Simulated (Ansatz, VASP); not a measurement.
# Two plane-wave programs on In4P

```
In P
1.0
    -3.26642    3.26642    3.26642
     3.26642   -3.26642    3.26642
     3.26642    3.26642   -3.26642
In P
4 1
Direct
  0.00000 0.00000 0.50000
  0.50000 0.00000 0.00000
  0.00000 0.50000 0.00000
  0.50000 0.50000 0.50000
  0.00000 0.00000 0.00000
```

Change from the starting cell: species swapped into the Hg4Pt type (Im-3m, No. 229).

Alike in both runs: functional PBE; k mesh 4 × 4 × 4; occupations gaussian, width 0.1 eV; no spin polarisation.

Ansatz relaxed the structure, and its values are those at the end. VASP's run is a single point on that final structure, the one shown.

|  | VASP | Ansatz |
| --- | --- | --- |
| version | VASP 6.6.1 | Ansatz 0.2.0 |
| potentials or method | VASP PAW PBE potentials, release 64 (In_d, P), cutoff 520 eV | scalar-relativistic, plane waves, PAW |
| valence electrons in the cell | 57 | 57 |

Ansatz gave:

| Quantity | Value |
| --- | --- |
| gap on the k mesh at the Fermi level (eV) | none |
| pressure (GPa) | -0.2 |

Which values does VASP return?

gap on the k mesh at the Fermi level (eV): none; pressure (GPa): -0.3.

A gap of «none» marks a metal or a gap that the smearing closes.
